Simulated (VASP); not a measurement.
# Na4TmSb (P4/mmm) in VASP: notebook, part 2 of 2

VASP 6.6.1. The steps go on from the part before.

## Step 3: Single point, PBE

This run uses another cell than the first one, of 45.94 Å³/atom.

The input, INCAR:

```
PREC     = Accurate       # precision mode
ENCUT    = 500            # plane-wave cutoff, eV
EDIFF    = 1E-6           # SCF threshold, eV
ISMEAR   = 0              # smearing method
SIGMA    = 0.1            # smearing width, eV
LREAL    = F              # projectors in reciprocal space
LASPH    = T              # aspherical terms in the spheres
NELM     = 200            # most SCF steps
ALGO     = Normal         # electronic algorithm
ISIF     = 2              # what is computed and relaxed
LWAVE    = F              # write WAVECAR
LCHARG   = F              # write CHGCAR
GGA      = PE             # functional
NBANDS   = 30             # bands
GGA_COMPAT= F            
LMAXMIX  = 6              # l up to which the mixer works
```

The input, KPOINTS:

```
regular mesh
0
Gamma
  4 4 4
```

The input, POSCAR:

```
Na4TmSb
1.0
    9.2203399120      0.0000000000      0.0000000000
    0.0000000000      9.2203399120      0.0000000000
    0.0000000000      0.0000000000      3.2422077602
Na Tm Sb
4 1 1
Direct
    0.2679926196      0.2679926196      0.5000000000
    0.7320073804      0.7320073804      0.5000000000
    0.2679926196      0.7320073804      0.5000000000
    0.7320073804      0.2679926196      0.5000000000
    0.0000000000      0.0000000000      0.5000000000
    0.5000000000      0.5000000000      0.5000000000
```

Potentials or basis: VASP PAW PBE potentials, release 64 (Na_pv, Tm_3, Sb), 4f in core.

Run with:

```sh
$ cat potpaw_PBE.64/Na_pv/POTCAR potpaw_PBE.64/Tm_3/POTCAR potpaw_PBE.64/Sb/POTCAR > POTCAR
$ mpirun -np 1 vasp_std > vasp.out
```

It took 1.8 min on 1 thread of AMD EPYC 9R45 (Zen 5), shared host; peak memory 0.39 GiB.

It converged, with:

```yaml
Free_energy: -11.2084 eV
Pressure: 0.0 GPa
Largest_force: 0.004 eV/Å
Band_gap_on_the_k_mesh: zero (bands 21 and 22 overlap by 0.42 eV)
```

Forces in eV/Å, atoms in the order of the input:
```
Na  -0.003 -0.003  0.000
Na   0.003  0.003  0.000
Na  -0.003  0.003  0.000
Na   0.003 -0.003  0.000
Tm   0.000  0.000  0.000
Sb   0.000  0.000  0.000
```

Stress tensor (GPa, compression positive):
```
 0.05  0.00  0.00
 0.00  0.05  0.00
 0.00  0.00 -0.02
```

Levels at points of the mesh, in eV from the Fermi level:
| k point | band 17 | band 18 | band 19 | band 20 | band 21 | band 22 | band 23 | band 24 | band 25 | band 26 |
| --- | --- | --- | --- | --- | --- | --- | --- | --- | --- | --- |
| (0.00, 0.00, 0.00) | -3.25 | -2.41 | -2.41 | -0.49 | -0.25 | -0.25 | -0.12 | -0.01 | 1.22 | 1.86 |
| (0.50, 0.00, 0.00) | -3.31 | -2.38 | -2.25 | -1.04 | -0.57 | -0.06 | 0.18 | 0.39 | 1.59 | 2.18 |
| (0.50, 0.50, 0.00) | -3.20 | -2.49 | -2.49 | -0.39 | -0.39 | -0.35 | -0.15 | 0.59 | 1.74 | 2.24 |
| (0.00, 0.00, 0.50) | -3.21 | -0.09 | -0.09 | -0.02 | -0.02 | 0.20 | 1.11 | 1.80 | 2.00 | 2.75 |
| (0.50, 0.00, 0.50) | -3.21 | -0.23 | -0.10 | -0.04 | -0.02 | 0.40 | 1.09 | 1.83 | 2.06 | 2.60 |
| (0.50, 0.50, 0.50) | -3.21 | -0.12 | -0.12 | -0.05 | -0.05 | 0.26 | 1.23 | 1.78 | 2.09 | 2.56 |

Caveat: the k points lie up to 0.48 Å⁻¹ apart; spin-orbit coupling is left out, which moves the levels of the heavy elements; the 4f electrons are frozen in the core, so they carry no moment and show no levels.

## Step 4: Single point, PBE

This run uses another cell than the first one, of 45.62 Å³/atom.

The input, INCAR:

```
ALGO = Normal
EDIFF = 1E-6
ENCUT = 500
GGA = PE
GGA_COMPAT = False
ISIF = 2
ISMEAR = 0
LASPH = True
LCHARG = False
LMAXMIX = 6
LREAL = False
LWAVE = False
NBANDS = 30
NELM = 200
PREC = Accurate
SIGMA = 0.1
```

The input, KPOINTS:

```
k-points
0
Gamma
  2 2 6
```

The input, POSCAR:

```
Na4TmSb
1.0
    9.2126319296      0.0000000000      0.0000000000
    0.0000000000      9.2126319296      0.0000000000
    0.0000000000      0.0000000000      3.2251287216
Na Tm Sb
4 1 1
Direct
    0.2676137726      0.2676137726      0.5000000000
    0.7323862274      0.7323862274      0.5000000000
    0.2676137726      0.7323862274      0.5000000000
    0.7323862274      0.2676137726      0.5000000000
    0.0000000000      0.0000000000      0.5000000000
    0.5000000000      0.5000000000      0.5000000000
```

Run with:

```sh
$ cat potpaw_PBE.64/Na_pv/POTCAR potpaw_PBE.64/Tm_3/POTCAR potpaw_PBE.64/Sb/POTCAR > POTCAR
$ mpirun -np 1 vasp_std > vasp.out
```

It took 78 s on 1 thread of AMD EPYC 9R45 (Zen 5), shared host; peak memory 0.35 GiB.

The run converged. Its results:

- Free energy: -11.6715 eV
- Pressure: -0.1 GPa
- Largest force: 0.012 eV/Å
- Band gap on the k mesh: zero (bands 21 and 22 overlap by 0.42 eV)

Forces on the atoms (eV/Å):
```
Na  -0.008 -0.008  0.000
Na   0.008  0.008  0.000
Na  -0.008  0.008  0.000
Na   0.008 -0.008  0.000
Tm   0.000  0.000  0.000
Sb   0.000  0.000  0.000
```

Stress tensor (GPa, compression positive):
```
 0.01  0.00  0.00
 0.00  0.01  0.00
 0.00  0.00 -0.26
```

Levels at points of the mesh, in eV from the Fermi level:
```
           k point  band 19  band 20  band 21  band 22  band 23  band 24
(0.00, 0.00, 0.00)    -2.35    -0.54    -0.21    -0.21    -0.09     0.01
(0.50, 0.00, 0.00)    -2.21    -1.01    -0.54    -0.12     0.21     0.41
(0.50, 0.50, 0.00)    -2.44    -0.34    -0.34    -0.32    -0.22     0.61
(0.00, 0.00, 0.50)    -0.06    -0.01    -0.01     0.25     1.16     1.84
(0.50, 0.00, 0.50)    -0.07    -0.05    -0.01     0.47     1.13     1.88
(0.50, 0.50, 0.50)    -0.08    -0.04    -0.04     0.31     1.27     1.82
```

Caveat: spin-orbit coupling is left out, which moves the levels of the heavy elements; the 4f electrons are frozen in the core, so they carry no moment and show no levels.

## Step 5: The runs side by side

| cell | k mesh | gap on the mesh (eV) | pressure (GPa) | largest force (eV/Å) |
| --- | --- | --- | --- | --- |
| a = 6.317, b = 6.317, c = 3.754 Å, 6 atoms, atomic positions A | 4 × 4 × 4 | none | 37.0 | 7.51 |
| a = 9.220, b = 9.220, c = 3.242 Å, 6 atoms, atomic positions B | 4 × 4 × 4 | none | 0.0 | - |
| a = 9.213, b = 9.213, c = 3.225 Å, 6 atoms, atomic positions B | 2 × 2 × 6 | none | -0.1 | 0.01 |

Alike in all rows: task single point; level PBE; potentials or basis VASP PAW PBE potentials, release 64 (Na_pv, Tm_3, Sb), 4f in core; no spin polarisation; cutoff (eV) 500; smearing gaussian 0.1 eV.

Caveats: some runs use coarse meshes; spin-orbit coupling is left out, which moves the levels of the heavy elements; the 4f electrons are frozen in the core, so they carry no moment and show no levels; forces of over 1 eV/Å act on the atoms, so gaps and moduli don't describe the material at rest (at least some runs).

Total energies depend on the potentials used, so only differences within one code and one set of settings carry meaning.
